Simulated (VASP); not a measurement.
# SbPt (P6_3/mmc) in VASP: notebook

Runs on SbPt. Level: PBEsol. Tasks: single point.

All numbers are computed with VASP 6.6.1; they aren't measurements. Logs are shortened: lines on timing, memory, paths and dates and some standing lists are left out, and cuts for length are marked.

## Step 1: The cell of the first run

The structure is hexagonal, space group P6_3/mmc (No. 194). The conventional cell has a = 4.037 Å, b = 4.037 Å, c = 5.358 Å, α = 90.00°, β = 90.00°, γ = 120.00°. Within 3.6 Å of Sb (site symmetry -6m2) lie 6 Pt at 2.69 Å and 6 Sb at 3.55 Å. Within 3.5 Å of Pt (site symmetry -3m) lie 2 Pt at 2.68 Å and 6 Sb at 2.69 Å.

## Step 2: Single point, PBEsol

The input, INCAR:

```
  PREC = Accurate
  ENCUT = 520
  EDIFF = 1E-6
  ISMEAR = -1
  SIGMA = 0.08
  LREAL = F
  LASPH = T
  NELM = 60
  ALGO = Normal
  ISIF = 2
  LWAVE = F
  LCHARG = F
  GGA = PS
  NBANDS = 23
```

The input, KPOINTS:

```
regular mesh
0
Gamma
  12 12 8
```

The input, POSCAR:

```
SbPt
1.0
    4.0368002908      0.0000000000      0.0000000000
   -2.0184001454      3.4959716018      0.0000000000
    0.0000000000      0.0000000000      5.3582005662
Sb Pt
2 2
Direct
    0.3333333333      0.6666666667      0.2500000000
    0.6666666667      0.3333333333      0.7500000000
    0.0000000000      0.0000000000      0.0000000000
    0.0000000000      0.0000000000      0.5000000000
```

Potentials or basis: VASP PAW PBE potentials, release 64 (Sb, Pt).

On the command line:

```sh
$ cat potpaw_PBE.64/Sb/POTCAR potpaw_PBE.64/Pt/POTCAR > POTCAR
$ mpirun -np 1 vasp_std > vasp.out
```

OUTCAR:

```text
PREC = Accurate
   ENCUT = 520
   EDIFF = 1E-6
   ISMEAR = -1
   LREAL = F
   LASPH = T
   NELM = 60
   ISIF = 2
   GGA = PS

 ion  position               nearest neighbor table
   1  0.333  0.667  0.250-   3 2.69   4 2.69   3 2.69   4 2.69   3 2.69   4 2.69   2 3.55   2 3.55
                             2 3.55   2 3.55   2 3.55   2 3.55
   2  0.667  0.333  0.750-   3 2.69   4 2.69   3 2.69   4 2.69   3 2.69   4 2.69   1 3.55   1 3.55
                             1 3.55   1 3.55   1 3.55   1 3.55
   3  0.000  0.000  0.000-   4 2.68   4 2.68   1 2.69   2 2.69   1 2.69   2 2.69   2 2.69   1 2.69

   4  0.000  0.000  0.500-   3 2.68   3 2.68   1 2.69   2 2.69   1 2.69   2 2.69   2 2.69   1 2.69

  LATTYP: Found a hexagonal cell.
 ALAT       =     4.0368002908
 C/A-ratio  =     1.3273385306

  Lattice vectors:

 A1 = (   4.0368002908,   0.0000000000,   0.0000000000)
 A2 = (  -2.0184001454,   3.4959716018,   0.0000000000)
 A3 = (   0.0000000000,   0.0000000000,   5.3582005662)

Analysis of symmetry for initial positions (statically):
=====================================================================
 Subroutine PRICEL returns:
 Original cell was already a primitive cell.

 Routine SETGRP: Setting up the symmetry group for a
 hexagonal supercell.

 Subroutine GETGRP returns: Found 24 space group operations
 (whereof 12 operations were pure point group operations)
 out of a pool of 24 trial point group operations.

The static configuration has the point symmetry D_3d.
 The point group associated with its full space group is D_6h.

Analysis of symmetry for dynamics (positions and initial velocities):
=====================================================================
 Subroutine PRICEL returns:
 Original cell was already a primitive cell.

 Routine SETGRP: Setting up the symmetry group for a
 hexagonal supercell.

 Subroutine GETGRP returns: Found 24 space group operations
 (whereof 12 operations were pure point group operations)
 out of a pool of 24 trial point group operations.

The dynamic configuration has the point symmetry D_3d.
 The point group associated with its full space group is D_6h.

 Subroutine INISYM returns: Found 24 space group operations
 (whereof 12 operations are pure point group operations),
 and found     1 'primitive' translations

----------------------------------------------------------------------------------------

                                     Primitive cell

  volume of cell :      75.6178

  direct lattice vectors                    reciprocal lattice vectors
     4.036800291  0.000000000  0.000000000     0.247720949  0.143021757  0.000000000
    -2.018400145  3.495971602  0.000000000     0.000000000  0.286043513  0.000000000
     0.000000000  0.000000000  5.358200566     0.000000000  0.000000000  0.186629819

  length of vectors
     4.036800291  4.036800291  5.358200566     0.286043513  0.286043513  0.186629819

  position of ions in fractional coordinates (direct lattice)
     0.333333333  0.666666667  0.250000000
     0.666666667  0.333333333  0.750000000
     0.000000000  0.000000000  0.000000000
     0.000000000  0.000000000  0.500000000

  ion indices of the primitive-cell ions
   primitive index   ion index
                 1           1
                 2           2
                 3           3
                 4           4

----------------------------------------------------------------------------------------

 KPOINTS: regular mesh

Automatic generation of k-mesh.
 Grid dimensions read from file:
 generate k-points for:   12   12    8

 Generating k-lattice:

  Cartesian coordinates                     Fractional coordinates (reciprocal lattice)
     0.020643412  0.011918480  0.000000000     0.083333333  0.000000000  0.000000000
     0.000000000  0.023836959  0.000000000     0.000000000  0.083333333  0.000000000
     0.000000000  0.000000000  0.023328727     0.000000000  0.000000000  0.125000000

  Length of vectors
     0.023836959  0.023836959  0.023328727

  Shift w.r.t. Gamma in fractional coordinates (k-lattice)
     0.000000000  0.000000000  0.000000000

 Subroutine IBZKPT returns following result:
 ===========================================

 Found     95 irreducible k-points:

 Following reciprocal coordinates:
            Coordinates               Weight
  0.000000  0.000000  0.000000      1.000000
  0.083333 -0.000000  0.000000      6.000000
  0.166667 -0.000000  0.000000      6.000000
  0.250000  0.000000  0.000000      6.000000
  0.333333  0.000000  0.000000      6.000000
  0.416667 -0.000000  0.000000      6.000000
[... 16 lines left out ...]
  0.250000  0.000000  0.125000     12.000000
  0.333333  0.000000  0.125000     12.000000
 [... further k-points ...]
   k-points           NKPTS =     95   k-points in BZ     NKDIM =     95   number of bands    NBANDS=     23
   number of dos      NEDOS =    301   number of ions     NIONS =      4
   total plane-waves  NPLWV =  36000
   dimension x,y,z NGX =    30 NGY =   30 NGZ =   40
   dimension x,y,z NGXF=    60 NGYF=   60 NGZF=   80
   ions per type =               2   2
   NGX,Y,Z   is equivalent  to a cutoff of  12.35, 12.35, 12.41 a.u.
   NGXF,Y,Z  is equivalent  to a cutoff of  24.71, 24.71, 24.82 a.u.
 SYSTEM =  unknown system
   PREC   = accura    normal or accurate (medium, high low for compatibility)
   ISTART =      0    job   : 0-new  1-cont  2-samecut
   ICHARG =      2    charge: 1-file 2-atom 10-const
   ISPIN  =      1    spin polarized calculation?
   LNONCOLLINEAR =      F non collinear calculations
   LSORBIT =      F    spin-orbit coupling
   LASPH  =      T    aspherical Exc in radial PAW
   ENCUT  =  520.0 eV  38.22 Ry    6.18 a.u.   7.51  7.51  9.96*2*pi/ulx,y,z
   NELM   =     60;   NELMIN=  2; NELMDL= -5     # of ELM steps
   EDIFF  = 0.1E-05   stopping-criterion for ELM
   LREAL  =      F    real-space projection
   EDIFFG = 0.1E-04   stopping-criterion for IOM
   NSW    =      0    number of steps for IOM
   IBRION =     -1    ionic relax: 0-MD 1-quasi-New 2-CG
   NFREE  =      0    steps in history (QN), initial steepest desc. (CG)
   ISIF   =      2    stress and relaxation
   ISYM   =      2    0-nonsym 1-usesym 2-fastsym
   POTIM  = 0.5000    time-step for ionic-motion
   TEBEG  =    0.0;   TEEND  =   0.0 temperature during run
   PSTRESS=    0.0 pullay stress
   NELECT =      30.0000    total number of electrons
   NUPDOWN=      -1.0000    fix difference up-down
   EMIN   =  10.00;   EMAX   =-10.00  energy-range for DOS
   EFERMI =   0.00;   METHOD = LEGACY
   ISMEAR =    -1;   SIGMA  =   0.08  broadening in eV -4-tet -1-fermi 0-gaus
   EFERMI_NEDOS =   21; number of points for ismear=-14 and -15
   IALGO  =     38    algorithm
   IMIX   =      4    mixing-type and parameters
     AMIX     =   0.40;   BMIX     =  1.00
     AMIX_MAG =   1.60;   BMIX_MAG =  1.00
  volume/ion in A,a.u.               =      18.90       127.57
  Fermi-wavevector in a.u.,A,eV,Ry     =   1.202931  2.273209 19.688199  1.447042
  Thomas-Fermi vector in A             =   2.338698
   LORBIT       =      0    0 simple, 1 ext, 2 COOP (PROOUT), +10 PAW based schemes
   GGA     = PS    functional components
   LHFCALC =     F    Hartree Fock is set to
   AEXX    =    0.0000 exact exchange contribution
   IVDW    =     0    specifies the selected vdW correction
   LEPSILON=     F    determine dielectric tensor
   LRPA    =     F    only Hartree local field effects (RPA)
 non-spin polarized calculation
  energy-cutoff  :      520.00
  volume of cell :       75.62
 maximum number of plane-waves:      2060
   NGX = 15   NGY = 15   NGZ = 19

 number of electron      29.9999997 magnetization

 Free energy of the ion-electron system (eV)
  ---------------------------------------------------
  ext. energy  EPLUGINS =         0.00000000
  ---------------------------------------------------
  free energy    TOTEN  =       -24.47827092 eV

  energy without entropy =      -24.44432348  energy(sigma->0) =      -24.46129720

 E-fermi :  11.2493     XC(G=0): -11.9421

 val. band max:       11.2180141705   @ k =   0.2500   0.0000   0.0000
 cond. band min:      11.2550599393   @ k =   0.0833  -0.0000   0.1250
 fundamental gap:      0.0370457689
 Fermi energy:        11.2493203535

 k-point     1 :       0.0000    0.0000    0.0000
  band No.  band energies     occupation
      1      -2.4623      2.00000
      2       1.9455      2.00000
      3       3.5383      2.00000
      4       4.5861      2.00000
      5       4.5861      2.00000
      6       4.6315      2.00000
[... 15 lines left out ...]
     22      16.4614      0.00000
     23      19.3647      0.00000

 k-point     2 :       0.0833   -0.0000    0.0000
  band No.  band energies     occupation
      1      -2.3695      2.00000
      2       1.8186      2.00000
      3       3.6482      2.00000
      4       4.6105      2.00000
      5       4.6140      2.00000
      6       4.7753      2.00000
[... 15 lines left out ...]
     22      16.9744      0.00000
     23      18.4006      0.00000

 k-point     3 :       0.1667   -0.0000    0.0000
  band No.  band energies     occupation
      1      -2.0952      2.00000
      2       1.5283      2.00000
      3       3.9707      2.00000
      4       4.5428      2.00000
      5       4.6665      2.00000
      6       5.2266      2.00000
[... 15 lines left out ...]
     22      17.9809      0.00000
     23      18.1970      0.00000

 k-point     4 :       0.2500    0.0000    0.0000
  band No.  band energies     occupation
      1      -1.6534      2.00000
      2       1.2040      2.00000
      3       4.3310      2.00000
      4       4.4759      2.00000
      5       4.7105      2.00000
      6       5.3889      2.00000
[... 15 lines left out ...]
     22      17.4265      0.00000
     23      17.9038      0.00000

 k-point     5 :       0.3333    0.0000    0.0000
  band No.  band energies     occupation
      1      -1.0764      2.00000
      2       0.9061      2.00000
      3       3.8234      2.00000
      4       4.7115      2.00000
      5       5.0601      2.00000
      6       5.1412      2.00000
[... 15 lines left out ...]
     22      16.7721      0.00000
     23      18.9547      0.00000

 k-point     6 :       0.4167   -0.0000    0.0000
  band No.  band energies     occupation
      1      -0.4408      2.00000
      2       0.6262      2.00000
      3       3.1770      2.00000
      4       4.6877      2.00000
      5       5.0264      2.00000
      6       5.4343      2.00000
[... 15 lines left out ...]
     22      16.9188      0.00000
     23      20.2967      0.00000

 k-point     7 :       0.5000    0.0000    0.0000
  band No.  band energies     occupation
      1      -0.0121      2.00000
      2       0.3826      2.00000
      3       2.8677      2.00000
      4       4.6747      2.00000
      5       4.9972      2.00000
      6       5.5097      2.00000
[... 353 lines left out ...]
     22      16.5413      0.00000
     23      19.0158      0.00000

 k-point    21 :       0.0833   -0.0000    0.1250
  band No.  band energies     occupation
      1      -2.2807      2.00000
      2       1.3502      2.00000
      3       4.0456      2.00000
      4       4.6833      2.00000
      5       4.7424      2.00000
      6       4.9638      2.00000
[... 15 lines left out ...]
     22      17.0807      0.00000
     23      17.7834      0.00000

 k-point    22 :       0.1667   -0.0000    0.1250
  band No.  band energies     occupation
      1      -2.0090      2.00000
      2       1.2329      2.00000
      3       4.0698      2.00000
      4       4.6730      2.00000
      5       4.7380      2.00000
      6       5.5095      2.00000
[... 15 lines left out ...]
     22      17.9962      0.00000
     23      18.3211      0.00000

 k-point    23 :       0.2500    0.0000    0.1250
  band No.  band energies     occupation
      1      -1.5722      2.00000
      2       1.0508      2.00000
      3       4.3299      2.00000
      4       4.4644      2.00000
      5       4.7807      2.00000
      6       5.4711      2.00000
[... 15 lines left out ...]
     22      17.7458      0.00000
     23      18.6003      0.00000

 k-point    24 :       0.3333    0.0000    0.1250
  band No.  band energies     occupation
      1      -1.0039      2.00000
      2       0.8418      2.00000
      3       3.8984      2.00000
      4       4.7809      2.00000
      5       4.7835      2.00000
      6       5.2290      2.00000
[... 15 lines left out ...]
     22      18.0585      0.00000
     23      18.9834      0.00000

 [... further k-points ...]
[... 5 lines left out ...]
  --------------------------------------------------------------------------------------
  -------------------------------------------------------------------------------------
  Total        7.0022647      7.0022647      6.9842884      0.0000000      0.0000000      0.0000000
  in kB      148.3627864    148.3627864    147.9819080      0.0000000      0.0000000      0.0000000
  external PRESSURE =     148.2358269 kB  Pullay stress =       0.0000000 kB

 VOLUME and BASIS-vectors are now :
 -----------------------------------------------------------------------------
  energy-cutoff  :      520.00
  volume of cell :       75.62
      direct lattice vectors                 reciprocal lattice vectors
     4.036800291  0.000000000  0.000000000     0.247720949  0.143021757  0.000000000
    -2.018400145  3.495971602  0.000000000     0.000000000  0.286043513  0.000000000
     0.000000000  0.000000000  5.358200566     0.000000000  0.000000000  0.186629819

 POSITION                                       TOTAL-FORCE (eV/Angst)
 -----------------------------------------------------------------------------------
     -0.00000      2.33065      1.33955        -0.000000      0.000000      0.000000
      2.01840      1.16532      4.01865         0.000000     -0.000000      0.000000
      0.00000      0.00000      0.00000        -0.000000     -0.000000      0.000000
      0.00000      0.00000      2.67910         0.000000     -0.000000      0.000000
 -----------------------------------------------------------------------------------
    total drift:                               -0.000000      0.000000      0.000000

  FREE ENERGIE OF THE ION-ELECTRON SYSTEM (eV)
  ---------------------------------------------------
  free  energy   TOTEN  =       -24.4782709214 eV

  energy  without entropy=      -24.4443234796  energy(sigma->0) =      -24.46129720
```

Run time: 3.1 min. Hardware: 1 thread of Oxide Virtual Turin-like, shared host; peak memory 0.25 GiB.

Results:

| Quantity | Value |
| --- | --- |
| Free energy | -24.4783 eV |
| Pressure | 14.8 GPa |
| Band gap on the k mesh | zero (bands 15 and 16 overlap by 4.52 eV) |

Caveat: the cell stands under pressure; the PAW data sets were made with another functional, which shifts forces and pressure a little; spin-orbit coupling is left out, which moves the levels of the heavy elements.

## Step 3: Single point, PBEsol

This run uses another cell than the first one, of 19.38 Å³/atom.

The input, INCAR:

```
SYSTEM = SbPt
ALGO     = Normal         ! electronic algorithm
EDIFF    = 1E-7           ! SCF threshold, eV
ENCUT    = 520            ! plane-wave cutoff, eV
GGA      = PS             ! functional
ISIF     = 2              ! what is computed and relaxed
ISMEAR   = -1             ! smearing method
LASPH    = .True.         ! aspherical terms in the spheres
LCHARG   = .False.        ! write CHGCAR
LREAL    = .False.        ! projectors in reciprocal space
LWAVE    = .False.        ! write WAVECAR
NBANDS   = 23             ! bands
NELM     = 80             ! most SCF steps
PREC     = Accurate       ! precision mode
SIGMA    = 0.08           ! smearing width, eV
```

The input, KPOINTS:

```
k-points
0
Gamma
  12 12 8
  0 0 0
```

The input, POSCAR:

```
SbPt
1.0
    4.0751301335      0.0000000000      0.0000000000
   -2.0375650667      3.5291662193      0.0000000000
    0.0000000000      0.0000000000      5.3910843658
Sb Pt
2 2
Direct
    0.3333333333      0.6666666667      0.2500000000
    0.6666666667      0.3333333333      0.7500000000
    0.0000000000      0.0000000000      0.0000000000
    0.0000000000      0.0000000000      0.5000000000
```

Potentials or basis: VASP PAW PBE potentials, release 64 (Sb, Pt).

On the command line:

```sh
$ cat potpaw_PBE.64/Sb/POTCAR potpaw_PBE.64/Pt/POTCAR > POTCAR
$ mpirun -np 1 vasp_std > vasp.out
```

Wall time 2.8 min (1 thread of Oxide Virtual Turin-like, shared host); peak memory 0.25 GiB.

The run converged. Its results:

```yaml
Free_energy: -24.6252 eV
Pressure: 9.8 GPa
Band_gap_on_the_k_mesh: zero (bands 15 and 16 overlap by 4.38 eV)
```

Levels at points of the mesh, in eV from the Fermi level:
```
           k point  band 13  band 14  band 15  band 16  band 17  band 18
(0.00, 0.00, 0.00)    -0.16    -0.16     0.81     2.26     2.41     3.77
(0.50, 0.00, 0.00)    -2.93    -2.51    -2.31    -0.52     2.02     4.27
(0.00, 0.00, 0.50)    -1.19    -1.19     2.44     2.44     2.44     2.44
(0.50, 0.00, 0.50)    -3.34    -3.34     0.29     0.29     1.88     1.88
```

Caveat: the cell stands under pressure; the PAW data sets were made with another functional, which shifts forces and pressure a little; spin-orbit coupling is left out, which moves the levels of the heavy elements.

[end of part 1 of 2]

The gap in the log of VASP goes by the Fermi energy; the results here count the filled bands.